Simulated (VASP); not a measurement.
# Be in VASP: notebook

Runs on Be. Level: PBE. Tasks: electric field gradients, density of states.

All numbers are computed with VASP 6.6.1; they aren't measurements. Logs are shortened: lines on timing, memory, paths and dates and some standing lists are left out, and cuts for length are marked.

## (1) The cell of the first run

It takes space group Im-3m (No. 229, cubic). The conventional cell has a = 2.555 Å, b = 2.555 Å, c = 2.555 Å, α = 90.00°, β = 90.00°, γ = 90.00°. Within 2.9 Å of Be (site symmetry m-3m) lie 14 Be at 2.21 to 2.56 Å.

## (2) Electric field gradients, PBE

INCAR reads:

```
PREC = Accurate ; ENCUT = 520
EDIFF = 1E-8 ; ISMEAR = -1
SIGMA = 0.03 ; LREAL = F
LASPH = T ; NELM = 80
ALGO = Normal ; ISIF = 2
LWAVE = F ; LCHARG = F
GGA = PE ; LEFG = T
NBANDS = 7
```

KPOINTS reads:

```
Automatic mesh
0
Gamma
  23 23 23
```

POSCAR reads:

```
Be
1.0
   -1.2776981900      1.2776981900      1.2776981900
    1.2776981900     -1.2776981900      1.2776981900
    1.2776981900      1.2776981900     -1.2776981900
Be
1
Direct
    0.0000000000      0.0000000000      0.0000000000
```

Potentials or basis: VASP PAW PBE potentials, release 64 (Be).

On the command line:

```bash
$ cat potpaw_PBE.64/Be/POTCAR > POTCAR
$ mpirun -np 1 vasp_std > vasp.out
```

OUTCAR:

```text
PREC = Accurate
   ENCUT = 520
   EDIFF = 1E-8
   ISMEAR = -1
   LREAL = F
   LASPH = T
   NELM = 80
   ISIF = 2
   GGA = PE

 ion  position               nearest neighbor table
   1  0.000  0.000  0.000-

  LATTYP: Found a body centered cubic cell.
 ALAT       =     2.5553963800

  Lattice vectors:

 A1 = (  -1.2776981900,   1.2776981900,   1.2776981900)
 A2 = (   1.2776981900,  -1.2776981900,   1.2776981900)
 A3 = (   1.2776981900,   1.2776981900,  -1.2776981900)

Analysis of symmetry for initial positions (statically):
=====================================================================
 Subroutine PRICEL returns:
 Original cell was already a primitive cell.

 Routine SETGRP: Setting up the symmetry group for a
 body centered cubic supercell.

 Subroutine GETGRP returns: Found 48 space group operations
 (whereof 48 operations were pure point group operations)
 out of a pool of 48 trial point group operations.

The static configuration has the point symmetry O_h .

Analysis of symmetry for dynamics (positions and initial velocities):
=====================================================================
 Subroutine PRICEL returns:
 Original cell was already a primitive cell.

 Routine SETGRP: Setting up the symmetry group for a
 body centered cubic supercell.

 Subroutine GETGRP returns: Found 48 space group operations
 (whereof 48 operations were pure point group operations)
 out of a pool of 48 trial point group operations.

The dynamic configuration has the point symmetry O_h .

 Subroutine INISYM returns: Found 48 space group operations
 (whereof 48 operations are pure point group operations),
 and found     1 'primitive' translations

----------------------------------------------------------------------------------------

                                     Primitive cell

  volume of cell :       8.3434

  direct lattice vectors                    reciprocal lattice vectors
    -1.277698190  1.277698190  1.277698190     0.000000000  0.391328722  0.391328722
     1.277698190 -1.277698190  1.277698190     0.391328722  0.000000000  0.391328722
     1.277698190  1.277698190 -1.277698190     0.391328722  0.391328722  0.000000000

  length of vectors
     2.213038182  2.213038182  2.213038182     0.553422386  0.553422386  0.553422386

  position of ions in fractional coordinates (direct lattice)
     0.000000000  0.000000000  0.000000000

  ion indices of the primitive-cell ions
   primitive index   ion index
                 1           1

----------------------------------------------------------------------------------------

 KPOINTS: Automatic mesh

Automatic generation of k-mesh.
 Grid dimensions read from file:
 generate k-points for:   23   23   23

 Generating k-lattice:

  Cartesian coordinates                     Fractional coordinates (reciprocal lattice)
     0.000000000  0.017014292  0.017014292     0.043478261  0.000000000  0.000000000
     0.017014292  0.000000000  0.017014292     0.000000000  0.043478261  0.000000000
     0.017014292  0.017014292  0.000000000     0.000000000  0.000000000  0.043478261

  Length of vectors
     0.024061843  0.024061843  0.024061843

  Shift w.r.t. Gamma in fractional coordinates (k-lattice)
     0.000000000  0.000000000  0.000000000

 Subroutine IBZKPT returns following result:
 ===========================================

 Found    364 irreducible k-points:

 Following reciprocal coordinates:
            Coordinates               Weight
  0.000000  0.000000  0.000000      1.000000
  0.043478  0.000000  0.000000     12.000000
  0.086957  0.000000  0.000000     12.000000
  0.130435  0.000000  0.000000     12.000000
  0.173913  0.000000  0.000000     12.000000
  0.217391  0.000000  0.000000     12.000000
[... 16 lines left out ...]
  0.478261  0.043478  0.000000     24.000000
  0.086957  0.086957  0.000000     24.000000
 [... further k-points ...]
   k-points           NKPTS =    364   k-points in BZ     NKDIM =    364   number of bands    NBANDS=      7
   number of dos      NEDOS =    301   number of ions     NIONS =      1
   total plane-waves  NPLWV =   4096
   dimension x,y,z NGX =    16 NGY =   16 NGZ =   16
   dimension x,y,z NGXF=    32 NGYF=   32 NGZF=   32
   ions per type =               1
   NGX,Y,Z   is equivalent  to a cutoff of  12.02, 12.02, 12.02 a.u.
   NGXF,Y,Z  is equivalent  to a cutoff of  24.04, 24.04, 24.04 a.u.
 SYSTEM =  unknown system
   PREC   = accura    normal or accurate (medium, high low for compatibility)
   ISTART =      0    job   : 0-new  1-cont  2-samecut
   ICHARG =      2    charge: 1-file 2-atom 10-const
   ISPIN  =      1    spin polarized calculation?
   LNONCOLLINEAR =      F non collinear calculations
   LSORBIT =      F    spin-orbit coupling
   LASPH  =      T    aspherical Exc in radial PAW
   ENCUT  =  520.0 eV  38.22 Ry    6.18 a.u.   4.11  4.11  4.11*2*pi/ulx,y,z
   NELM   =     80;   NELMIN=  2; NELMDL= -5     # of ELM steps
   EDIFF  = 0.1E-07   stopping-criterion for ELM
   LREAL  =      F    real-space projection
   EDIFFG = 0.1E-06   stopping-criterion for IOM
   NSW    =      0    number of steps for IOM
   IBRION =     -1    ionic relax: 0-MD 1-quasi-New 2-CG
   NFREE  =      0    steps in history (QN), initial steepest desc. (CG)
   ISIF   =      2    stress and relaxation
   ISYM   =      2    0-nonsym 1-usesym 2-fastsym
   POTIM  = 0.5000    time-step for ionic-motion
   TEBEG  =    0.0;   TEEND  =   0.0 temperature during run
   PSTRESS=    0.0 pullay stress
   NELECT =       2.0000    total number of electrons
   NUPDOWN=      -1.0000    fix difference up-down
   EMIN   =  10.00;   EMAX   =-10.00  energy-range for DOS
   EFERMI =   0.00;   METHOD = LEGACY
   ISMEAR =    -1;   SIGMA  =   0.03  broadening in eV -4-tet -1-fermi 0-gaus
   EFERMI_NEDOS =   21; number of points for ismear=-14 and -15
   IALGO  =     38    algorithm
   IMIX   =      4    mixing-type and parameters
     AMIX     =   0.40;   BMIX     =  1.00
     AMIX_MAG =   1.60;   BMIX_MAG =  1.00
  volume/ion in A,a.u.               =       8.34        56.30
  Fermi-wavevector in a.u.,A,eV,Ry     =   1.016958  1.921773 14.071207  1.034205
  Thomas-Fermi vector in A             =   2.150332
   LORBIT       =      0    0 simple, 1 ext, 2 COOP (PROOUT), +10 PAW based schemes
   GGA     = PE    functional components
   LHFCALC =     F    Hartree Fock is set to
   AEXX    =    0.0000 exact exchange contribution
   IVDW    =     0    specifies the selected vdW correction
   LEPSILON=     F    determine dielectric tensor
   LRPA    =     F    only Hartree local field effects (RPA)
 non-spin polarized calculation
  energy-cutoff  :      520.00
  volume of cell :        8.34
 maximum number of plane-waves:       236
   NGX =  9   NGY =  9   NGZ =  9

 number of electron       2.0000000 magnetization

 Free energy of the ion-electron system (eV)
  ---------------------------------------------------
  ext. energy  EPLUGINS =         0.00000000
  ---------------------------------------------------
  free energy    TOTEN  =        -3.65359190 eV

  energy without entropy =       -3.65293289  energy(sigma->0) =       -3.65326239

 E-fermi :   7.4726     XC(G=0): -10.4370

 val. band max:        7.4398577978   @ k =   0.3043   0.2609   0.0870
 cond. band min:       7.4989113325   @ k =  -0.4348   0.4348   0.3913
 fundamental gap:      0.0590535347
 Fermi energy:         7.4726063864

 k-point     1 :       0.0000    0.0000    0.0000
  band No.  band energies     occupation
      1      -4.4646      2.00000
      2      25.8566      0.00000
      3      25.8566      0.00000
      4      25.8566      0.00000
      5      36.9978      0.00000
      6      36.9978      0.00000
      7      36.9978      0.00000

 k-point     2 :       0.0435    0.0000    0.0000
  band No.  band energies     occupation
      1      -4.3997      2.00000
      2      25.5479      0.00000
      3      25.5997      0.00000
      4      25.7842      0.00000
      5      36.1209      0.00000
      6      36.1597      0.00000
      7      37.4221      0.00000
[... 201 lines left out ...]
 k-point    23 :       0.4783    0.0435    0.0000
  band No.  band energies     occupation
      1       2.5024      2.00000
      2       7.6472      0.00593
      3      18.9017      0.00000
      4      21.6700      0.00000
      5      27.8392      0.00000
      6      32.5498      0.00000
      7      42.2526      0.00000

 k-point    24 :       0.0870    0.0870    0.0000
  band No.  band energies     occupation
      1      -3.6849      2.00000
      2      22.8274      0.00000
      3      23.0574      0.00000
      4      24.6272      0.00000
      5      32.5736      0.00000
      6      33.1122      0.00000
      7      37.1782      0.00000

 [... further k-points ...]

------------------------ aborting loop because EDIFF is reached ----------------------------------------

  FORCE on cell =-STRESS in cart. coord.  units (eV):
  Direction    XX          YY          ZZ          XY          YZ          ZX
  --------------------------------------------------------------------------------------
  -------------------------------------------------------------------------------------
  Total       -0.3726021     -0.3726021     -0.3726021      0.0000000     -0.0000000      0.0000000
  in kB      -71.5502378    -71.5502378    -71.5502378      0.0000000     -0.0000000      0.0000000
  external PRESSURE =     -71.5502378 kB  Pullay stress =       0.0000000 kB

 VOLUME and BASIS-vectors are now :
 -----------------------------------------------------------------------------
  energy-cutoff  :      520.00
  volume of cell :        8.34
      direct lattice vectors                 reciprocal lattice vectors
    -1.277698190  1.277698190  1.277698190     0.000000000  0.391328722  0.391328722
     1.277698190 -1.277698190  1.277698190     0.391328722  0.000000000  0.391328722
     1.277698190  1.277698190 -1.277698190     0.391328722  0.391328722  0.000000000

 POSITION                                       TOTAL-FORCE (eV/Angst)
 -----------------------------------------------------------------------------------
      0.00000      0.00000      0.00000        -0.000000      0.000000      0.000000
 -----------------------------------------------------------------------------------
    total drift:                               -0.000000      0.000000      0.000000

  FREE ENERGIE OF THE ION-ELECTRON SYSTEM (eV)
  ---------------------------------------------------
  free  energy   TOTEN  =        -3.6535919018 eV

  energy  without entropy=       -3.6529328858  energy(sigma->0) =       -3.65326239

 Electric field gradients (V/A^2)
---------------------------------------------------------------------
 ion       V_xx      V_yy      V_zz      V_xy      V_xz      V_yz
---------------------------------------------------------------------
   1      -0.000    -0.000     0.000     0.000     0.000     0.000
---------------------------------------------------------------------

 Electric field gradients after diagonalization (V/A^2)
 (convention: |V_zz| > |V_xx| > |V_yy|)
----------------------------------------------------------------------
 ion       V_xx      V_yy      V_zz     asymmetry (V_yy - V_xx)/ V_zz
----------------------------------------------------------------------
   1      -0.000    -0.000     0.000       0.000
----------------------------------------------------------------------

           NMR quadrupolar parameters

 Cq : quadrupolar parameter    Cq=e*Q*V_zz/h
 eta: asymmetry parameters     (V_yy - V_xx)/ V_zz
 Q  : nuclear electric quadrupole moment in mb (millibarn)
----------------------------------------------------------------------
 ion       Cq(MHz)       eta       Q (mb)
----------------------------------------------------------------------
   1       0.000       0.000       1.000
----------------------------------------------------------------------
```

Wall time 24 s (1 thread of AMD EPYC 7R13, shared host); peak memory 0.09 GiB.

What came out:

```
Free energy            : -3.6536 eV
Pressure               : -7.2 GPa
Band gap on the k mesh : zero (band 1 reaches 10.81 eV, above the bottom of band 2 at 6.19 eV)
```

Caveat: without QUAD_EFG the Cq values of the log hold for a quadrupole moment of 1 mb, not for the nuclei.

## (3) Electric field gradients, PBE

INCAR reads:

```
SYSTEM = Be
PREC     = Accurate       ! precision mode
ENCUT    = 520            ! plane-wave cutoff, eV
EDIFF    = 1E-8           ! SCF threshold, eV
ISMEAR   = -1             ! smearing method
SIGMA    = 0.03           ! smearing width, eV
LREAL    = .FALSE.        ! projectors in reciprocal space
LASPH    = .TRUE.         ! aspherical terms in the spheres
NELM     = 100            ! most SCF steps
ALGO     = Normal         ! electronic algorithm
ISIF     = 2              ! what is computed and relaxed
LWAVE    = .FALSE.        ! write WAVECAR
LCHARG   = .FALSE.        ! write CHGCAR
GGA      = PE             ! functional
LEFG     = .TRUE.       
NBANDS   = 7              ! bands
```

KPOINTS reads:

```
regular mesh
0
G
  23 23 23
  0 0 0
```

POSCAR is that of step 2.

Potentials or basis: VASP PAW PBE potentials, release 64 (Be).

On the command line:

```bash
$ cat potpaw_PBE.64/Be/POTCAR > POTCAR
$ mpirun -np 1 vasp_std > vasp.out
```

OUTCAR:

```text
SYSTEM = Be
   PREC = Accurate
   ENCUT = 520
   EDIFF = 1E-8
   ISMEAR = -1
   LREAL = .FALSE.
   LASPH = .TRUE.
   NELM = 100
   ISIF = 2
   GGA = PE

 ion  position               nearest neighbor table
   1  0.000  0.000  0.000-

  LATTYP: Found a body centered cubic cell.
 ALAT       =     2.5553963800

  Lattice vectors:

 A1 = (  -1.2776981900,   1.2776981900,   1.2776981900)
 A2 = (   1.2776981900,  -1.2776981900,   1.2776981900)
 A3 = (   1.2776981900,   1.2776981900,  -1.2776981900)

Analysis of symmetry for initial positions (statically):
=====================================================================
 Subroutine PRICEL returns:
 Original cell was already a primitive cell.

 Routine SETGRP: Setting up the symmetry group for a
 body centered cubic supercell.

 Subroutine GETGRP returns: Found 48 space group operations
 (whereof 48 operations were pure point group operations)
[... 419 lines left out ...]

 VOLUME and BASIS-vectors are now :
 -----------------------------------------------------------------------------
  energy-cutoff  :      520.00
  volume of cell :        8.34
      direct lattice vectors                 reciprocal lattice vectors
    -1.277698190  1.277698190  1.277698190     0.000000000  0.391328722  0.391328722
     1.277698190 -1.277698190  1.277698190     0.391328722  0.000000000  0.391328722
     1.277698190  1.277698190 -1.277698190     0.391328722  0.391328722  0.000000000

 POSITION                                       TOTAL-FORCE (eV/Angst)
 -----------------------------------------------------------------------------------
      0.00000      0.00000      0.00000        -0.000000      0.000000      0.000000
 -----------------------------------------------------------------------------------
    total drift:                               -0.000000      0.000000      0.000000

  FREE ENERGIE OF THE ION-ELECTRON SYSTEM (eV)
  ---------------------------------------------------
  free  energy   TOTEN  =        -3.6535919018 eV

  energy  without entropy=       -3.6529328858  energy(sigma->0) =       -3.65326239

 Electric field gradients (V/A^2)
---------------------------------------------------------------------
 ion       V_xx      V_yy      V_zz      V_xy      V_xz      V_yz
---------------------------------------------------------------------
   1      -0.000    -0.000     0.000     0.000     0.000     0.000
---------------------------------------------------------------------

 Electric field gradients after diagonalization (V/A^2)
 (convention: |V_zz| > |V_xx| > |V_yy|)
----------------------------------------------------------------------
 ion       V_xx      V_yy      V_zz     asymmetry (V_yy - V_xx)/ V_zz
----------------------------------------------------------------------
   1      -0.000    -0.000     0.000       0.000
----------------------------------------------------------------------

           NMR quadrupolar parameters

 Cq : quadrupolar parameter    Cq=e*Q*V_zz/h
 eta: asymmetry parameters     (V_yy - V_xx)/ V_zz
 Q  : nuclear electric quadrupole moment in mb (millibarn)
----------------------------------------------------------------------
 ion       Cq(MHz)       eta       Q (mb)
----------------------------------------------------------------------
   1       0.000       0.000       1.000
----------------------------------------------------------------------
```

It took 24 s on 1 thread of AMD EPYC 7R13, shared host; peak memory 0.09 GiB.

Results:

| Quantity | Value |
| --- | --- |
| Free energy | -3.6536 eV |
| Pressure | -7.2 GPa |
| Band gap on the k mesh | zero (band 1 reaches 10.81 eV, above the bottom of band 2 at 6.19 eV) |

Caveat: without QUAD_EFG the Cq values of the log hold for a quadrupole moment of 1 mb, not for the nuclei.

## (4) Density of states, PBE

This run uses another cell than the first one, of 7.87 Å³/atom, 0.943 times its volume.

POSCAR reads:

```
Be
1.0
   -1.2531209513      1.2531209513      1.2531209513
    1.2531209513     -1.2531209513      1.2531209513
    1.2531209513      1.2531209513     -1.2531209513
Be
1
Direct
    0.0000000000      0.0000000000      0.0000000000
```

INCAR.step1 reads:

```
SYSTEM = Be
PREC = Accurate ; ENCUT = 520
EDIFF = 1E-6 ; ISMEAR = -1
SIGMA = 0.03 ; LREAL = .FALSE.
LASPH = .TRUE. ; NELM = 100
ALGO = Normal ; ISIF = 2
LWAVE = .FALSE. ; LCHARG = .TRUE.
GGA = PE ; NBANDS = 7
```

KPOINTS.step1 reads:

```
regular mesh
0
G
  23 23 23
  0 0 0
```

INCAR.step2 reads:

```
SYSTEM = Be
PREC = Accurate ; ENCUT = 520
EDIFF = 1E-6 ; ISMEAR = -5
SIGMA = 0.03 ; LREAL = .FALSE.
LASPH = .TRUE. ; NELM = 100
ALGO = Normal ; ISIF = 2
LWAVE = .FALSE. ; LCHARG = .FALSE.
GGA = PE ; LORBIT = 11
NBANDS = 7 ; NEDOS = 1001
ICHARG = 11
```

KPOINTS.step2 reads:

```
regular mesh
0
G
  35 35 35
  0 0 0
```

On the command line:

```bash
$ cat potpaw_PBE.64/Be/POTCAR > POTCAR
$ cp INCAR.step1 INCAR
$ cp KPOINTS.step1 KPOINTS
$ mpirun -np 1 vasp_std > vasp.out
$ cp INCAR.step2 INCAR
$ cp KPOINTS.step2 KPOINTS
$ mpirun -np 1 vasp_std > vasp.out
```

Wall time 1.7 min (1 thread of AMD EPYC 7R13, shared host); peak memory 0.2 GiB.

The run converged. Its results:

* Valence electrons inside the program's atomic spheres: Be 1.17

Levels at points of the mesh, in eV from the Fermi level:
```csv
k point,band 1,band 2,band 3,band 4
"(0.00, 0.00, 0.00)",-12.29,19.29,19.29,19.29
```

Caveat: tetrahedron occupations give inexact forces and stress in metals.

[end of part 1 of 2]
